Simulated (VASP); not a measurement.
# Mn (P6_3/mmc) in VASP: settings compared

Mn is run at these levels: r2SCAN, PBE, PBEsol; tasks: single point.

Everything below comes from runs of VASP 6.6.1. Logs are shortened: lines on timing, memory, paths and dates and some standing lists are left out, and cuts for length are marked.

## 1. The cell of the first run

Symmetry: P6_3/mmc, No. 194, hexagonal system. The conventional cell has a = 2.467 Å, b = 2.467 Å, c = 3.999 Å, α = 90.00°, β = 90.00°, γ = 120.00°. Within 3.2 Å of Mn (site symmetry -6m2) lie 12 Mn at 2.45 to 2.47 Å.

This isn't the form of Mn at room conditions, which is a 58-atom cubic cell.

## 2. Single point, r2SCAN, collinear spin, ferromagnetic start

File POSCAR:

```
Mn
1.0
    2.4669765047      0.0000000000      0.0000000000
   -1.2334882524      2.1364643236      0.0000000000
    0.0000000000      0.0000000000      3.9991727429
Mn
2
Direct
    0.3333333333      0.6666666667      0.2500000000
    0.6666666667      0.3333333333      0.7500000000
```

File INCAR.step1:

```
SYSTEM = Mn
  ALGO = Normal
  EDIFF = 1E-4
  ENCUT = 520
  GGA = PE
  ISMEAR = -1
  ISPIN = 2
  LASPH = .TRUE.
  LCHARG = .FALSE.
  LMAXMIX = 4
  LREAL = .FALSE.
  LWAVE = .TRUE.
  MAGMOM = 4 4
  NBANDS = 24
  NELM = 150
  PREC = Accurate
  SIGMA = 0.05
```

File INCAR.step2:

```
SYSTEM = Mn
  ALGO = Normal
  EDIFF = 1E-6
  ENCUT = 520
  ISIF = 2
  ISMEAR = -1
  ISPIN = 2
  ISTART = 1
  LASPH = .TRUE.
  LCHARG = .TRUE.
  LELF = .TRUE.
  LMAXMIX = 4
  LMIXTAU = .TRUE.
  LORBIT = 11
  LREAL = .FALSE.
  LVHAR = .TRUE.
  LWAVE = .FALSE.
  MAGMOM = 4 4
  METAGGA = R2SCAN
  NBANDS = 24
  NELM = 150
  PREC = Accurate
  SIGMA = 0.05
```

File KPOINTS:

```
k-points
0
G
  12 12 7
  0 0 0
```

Potentials or basis: VASP PAW PBE potentials, release 64 (Mn_pv).

Started as:

```bash
$ cat potpaw_PBE.64/Mn_pv/POTCAR > POTCAR
$ cp INCAR.step1 INCAR
$ mpirun -np 1 vasp_std > vasp.out
$ cp INCAR.step2 INCAR
$ mpirun -np 1 vasp_std > vasp.out
```

OUTCAR:

```text
SYSTEM = Mn
   EDIFF = 1E-6
   ENCUT = 520
   ISIF = 2
   ISMEAR = -1
   ISPIN = 2
   ISTART = 1
   LASPH = .TRUE.
   LORBIT = 11
   LREAL = .FALSE.
   METAGGA = R2SCAN
   NELM = 150
   PREC = Accurate

 ion  position               nearest neighbor table
   1  0.333  0.667  0.250-   2 2.45   2 2.45   2 2.45   2 2.45   2 2.45   2 2.45
   2  0.667  0.333  0.750-   1 2.45   1 2.45   1 2.45   1 2.45   1 2.45   1 2.45

  LATTYP: Found a hexagonal cell.
 ALAT       =     2.4669765047
 C/A-ratio  =     1.6210826229

  Lattice vectors:

 A1 = (   2.4669765047,   0.0000000000,   0.0000000000)
 A2 = (  -1.2334882524,   2.1364643236,   0.0000000000)
 A3 = (   0.0000000000,   0.0000000000,   3.9991727429)

Analysis of symmetry for initial positions (statically):
=====================================================================
 Subroutine PRICEL returns:
 Original cell was already a primitive cell.

 Routine SETGRP: Setting up the symmetry group for a
 hexagonal supercell.

 Subroutine GETGRP returns: Found 24 space group operations
 (whereof 12 operations were pure point group operations)
 out of a pool of 24 trial point group operations.

The static configuration has the point symmetry D_3d.
 The point group associated with its full space group is D_6h.

Analysis of symmetry for dynamics (positions and initial velocities):
=====================================================================
 Subroutine PRICEL returns:
 Original cell was already a primitive cell.

 Routine SETGRP: Setting up the symmetry group for a
 hexagonal supercell.

 Subroutine GETGRP returns: Found 24 space group operations
 (whereof 12 operations were pure point group operations)
 out of a pool of 24 trial point group operations.

The dynamic configuration has the point symmetry D_3d.
 The point group associated with its full space group is D_6h.

Analysis of structural, dynamic, and magnetic symmetry:
=====================================================================
 Subroutine PRICEL returns:
 Original cell was already a primitive cell.

 Routine SETGRP: Setting up the symmetry group for a
 hexagonal supercell.

 Subroutine GETGRP returns: Found 24 space group operations
 (whereof 12 operations were pure point group operations)
 out of a pool of 24 trial point group operations.

The overall configuration has the point symmetry D_3d.
 The point group associated with its full space group is D_6h.

 Subroutine INISYM returns: Found 24 space group operations
 (whereof 12 operations are pure point group operations),
 and found     1 'primitive' translations

----------------------------------------------------------------------------------------

                                     Primitive cell

  volume of cell :      21.0781

  direct lattice vectors                    reciprocal lattice vectors
     2.466976505  0.000000000  0.000000000     0.405354489  0.234031523  0.000000000
    -1.233488252  2.136464324  0.000000000     0.000000000  0.468063046  0.000000000
     0.000000000  0.000000000  3.999172743     0.000000000  0.000000000  0.250051714

  length of vectors
     2.466976505  2.466976505  3.999172743     0.468063046  0.468063046  0.250051714

  position of ions in fractional coordinates (direct lattice)
     0.333333333  0.666666667  0.250000000
     0.666666667  0.333333333  0.750000000

  ion indices of the primitive-cell ions
   primitive index   ion index
                 1           1
                 2           2

----------------------------------------------------------------------------------------

 KPOINTS: k-points

Automatic generation of k-mesh.
 Grid dimensions read from file:
 generate k-points for:   12   12    7

 Generating k-lattice:

  Cartesian coordinates                     Fractional coordinates (reciprocal lattice)
     0.033779541  0.019502627  0.000000000     0.083333333  0.000000000  0.000000000
     0.000000000  0.039005254  0.000000000     0.000000000  0.083333333  0.000000000
     0.000000000  0.000000000  0.035721673     0.000000000  0.000000000  0.142857143

  Length of vectors
     0.039005254  0.039005254  0.035721673

  Shift w.r.t. Gamma in fractional coordinates (k-lattice)
     0.000000000  0.000000000  0.000000000

 Subroutine IBZKPT returns following result:
 ===========================================

 Found     76 irreducible k-points:

 Following reciprocal coordinates:
            Coordinates               Weight
  0.000000  0.000000  0.000000      1.000000
  0.083333  0.000000  0.000000      6.000000
  0.166667 -0.000000  0.000000      6.000000
  0.250000  0.000000  0.000000      6.000000
  0.333333 -0.000000  0.000000      6.000000
  0.416667  0.000000  0.000000      6.000000
[... 16 lines left out ...]
  0.250000  0.000000  0.142857     12.000000
  0.333333 -0.000000  0.142857     12.000000
 [... further k-points ...]
   k-points           NKPTS =     76   k-points in BZ     NKDIM =     76   number of bands    NBANDS=     24
   number of dos      NEDOS =    301   number of ions     NIONS =      2
   total plane-waves  NPLWV =   9720
   dimension x,y,z NGX =    18 NGY =   18 NGZ =   30
   dimension x,y,z NGXF=    36 NGYF=   36 NGZF=   60
   ions per type =               2
   NGX,Y,Z   is equivalent  to a cutoff of  12.13, 12.13, 12.47 a.u.
   NGXF,Y,Z  is equivalent  to a cutoff of  24.26, 24.26, 24.94 a.u.
 SYSTEM =  Mn
   PREC   = accura    normal or accurate (medium, high low for compatibility)
   ISTART =      1    job   : 0-new  1-cont  2-samecut
   ICHARG =      0    charge: 1-file 2-atom 10-const
   ISPIN  =      2    spin polarized calculation?
   LNONCOLLINEAR =      F non collinear calculations
   LSORBIT =      F    spin-orbit coupling
   LASPH  =      T    aspherical Exc in radial PAW
   ENCUT  =  520.0 eV  38.22 Ry    6.18 a.u.   4.59  4.59  7.44*2*pi/ulx,y,z
   NELM   =    150;   NELMIN=  2; NELMDL=  0     # of ELM steps
   EDIFF  = 0.1E-05   stopping-criterion for ELM
   LREAL  =      F    real-space projection
   EDIFFG = 0.1E-04   stopping-criterion for IOM
   NSW    =      0    number of steps for IOM
   IBRION =     -1    ionic relax: 0-MD 1-quasi-New 2-CG
   NFREE  =      0    steps in history (QN), initial steepest desc. (CG)
   ISIF   =      2    stress and relaxation
   ISYM   =      2    0-nonsym 1-usesym 2-fastsym
   POTIM  = 0.5000    time-step for ionic-motion
   TEBEG  =    0.0;   TEEND  =   0.0 temperature during run
   PSTRESS=    0.0 pullay stress
   NELECT =      26.0000    total number of electrons
   NUPDOWN=      -1.0000    fix difference up-down
   EMIN   =  10.00;   EMAX   =-10.00  energy-range for DOS
   EFERMI =   0.00;   METHOD = LEGACY
   ISMEAR =    -1;   SIGMA  =   0.05  broadening in eV -4-tet -1-fermi 0-gaus
   EFERMI_NEDOS =   21; number of points for ismear=-14 and -15
   IALGO  =     38    algorithm
   IMIX   =      4    mixing-type and parameters
     AMIX     =   0.40;   BMIX     =  1.00
     AMIX_MAG =   1.60;   BMIX_MAG =  1.00
  volume/ion in A,a.u.               =      10.54        71.12
  Fermi-wavevector in a.u.,A,eV,Ry     =   1.755722  3.317833 41.940756  3.082559
  Thomas-Fermi vector in A             =   2.825412
   LORBIT       =     11    0 simple, 1 ext, 2 COOP (PROOUT), +10 PAW based schemes
   METAGGA = R2SCAN    functional components
   LHFCALC =     F    Hartree Fock is set to
   AEXX    =    0.0000 exact exchange contribution
   IVDW    =     0    specifies the selected vdW correction
   LEPSILON=     F    determine dielectric tensor
   LRPA    =     F    only Hartree local field effects (RPA)
 spin polarized calculation
  energy-cutoff  :      520.00
  volume of cell :       21.08
 maximum number of plane-waves:       580
   NGX =  9   NGY =  9   NGZ = 15

 number of electron      26.0000032 magnetization      -0.0000006

 Free energy of the ion-electron system (eV)
  ---------------------------------------------------
  ext. energy  EPLUGINS =         0.00000000
  ---------------------------------------------------
  free energy    TOTEN  =       -28.54002614 eV

  energy without entropy =      -28.51942910  energy(sigma->0) =      -28.52972762

 E-fermi :  10.5213     XC(G=0): -15.5420

 val. band max:       10.5206083304   @ k =   0.0000   0.0000   0.1429
 cond. band min:      10.5445916098   @ k =   0.2500   0.0000   0.4286
 fundamental gap:      0.0239832794
 Fermi energy:        10.5213294114

 spin component 1

 k-point     1 :       0.0000    0.0000    0.0000
  band No.  band energies     occupation
      1     -39.5927      1.00000
      2     -38.8579      1.00000
      3     -38.8578      1.00000
      4     -38.7440      1.00000
      5     -38.7439      1.00000
      6     -38.7339      1.00000
[... 16 lines left out ...]
     23      38.4353      0.00000
     24      38.4353      0.00000
[... 598 lines left out ...]
      2     -39.2664      1.00000
      3     -39.2095      1.00000
      4     -38.9907      1.00000
      5     -38.8520      1.00000
      6     -38.8299      1.00000
[... 16 lines left out ...]
     23      32.0000      0.00000
     24      34.3594      0.00000

 [... further k-points ...]

 spin component 2

 k-point     1 :       0.0000    0.0000    0.0000
  band No.  band energies     occupation
      1     -39.5927      1.00000
      2     -38.8579      1.00000
      3     -38.8578      1.00000
      4     -38.7440      1.00000
      5     -38.7439      1.00000
      6     -38.7339      1.00000
[... 16 lines left out ...]
     23      38.4353      0.00000
     24      38.4353      0.00000
[... 598 lines left out ...]
      2     -39.2664      1.00000
      3     -39.2095      1.00000
      4     -38.9907      1.00000
      5     -38.8520      1.00000
      6     -38.8299      1.00000
[... 16 lines left out ...]
     23      32.0000      0.00000
     24      34.3594      0.00000

 [... further k-points ...]

------------------------ aborting loop because EDIFF is reached ----------------------------------------

  FORCE on cell =-STRESS in cart. coord.  units (eV):
  Direction    XX          YY          ZZ          XY          YZ          ZX
  --------------------------------------------------------------------------------------
  -------------------------------------------------------------------------------------
  Total       -0.5017060     -0.5017060     -0.3014752      0.0000000     -0.0000000     -0.0000000
  in kB      -38.1354644    -38.1354644    -22.9156092      0.0000000     -0.0000000     -0.0000000
  external PRESSURE =     -33.0621793 kB  Pullay stress =       0.0000000 kB

 VOLUME and BASIS-vectors are now :
 -----------------------------------------------------------------------------
  energy-cutoff  :      520.00
  volume of cell :       21.08
      direct lattice vectors                 reciprocal lattice vectors
     2.466976505  0.000000000  0.000000000     0.405354489  0.234031523  0.000000000
    -1.233488252  2.136464324  0.000000000     0.000000000  0.468063046  0.000000000
     0.000000000  0.000000000  3.999172743     0.000000000  0.000000000  0.250051714

 POSITION                                       TOTAL-FORCE (eV/Angst)
 -----------------------------------------------------------------------------------
     -0.00000      1.42431      0.99979        -0.000000      0.000000      0.000000
      1.23349      0.71215      2.99938         0.000000      0.000000      0.000000
 -----------------------------------------------------------------------------------
    total drift:                                0.000000     -0.000000      0.000000

  FREE ENERGIE OF THE ION-ELECTRON SYSTEM (eV)
  ---------------------------------------------------
  free  energy   TOTEN  =       -28.5400261378 eV

  energy  without entropy=      -28.5194290969  energy(sigma->0) =      -28.52972762

 total charge

# of ion       s       p       d       tot
------------------------------------------
    1        0.471   6.428   5.153  12.052
    2        0.471   6.428   5.153  12.052
--------------------------------------------------
tot          0.942  12.856  10.306  24.104

 magnetization (x)

# of ion       s       p       d       tot
------------------------------------------
    1        0.000   0.000  -0.000  -0.000
    2        0.000   0.000  -0.000  -0.000
--------------------------------------------------
tot          0.000   0.000  -0.000  -0.000
```

Run time: 2.6 min. Hardware: 1 thread of AMD EPYC 9R45 (Zen 5), shared host; peak memory 0.15 GiB.

What came out:

```yaml
Free_energy: -28.5400 eV
Pressure: -3.3 GPa
Band_gap_on_the_k_mesh: zero (filled and empty bands overlap)
Net_moment: 0.00 μB per cell
Valence_electrons_inside_the_program's_atomic_spheres: Mn 12.05
```

Caveat: the cell stands under tension; the PAW data sets were made with another functional, which shifts forces and pressure a little.

(Continued in part 2 of 2.)
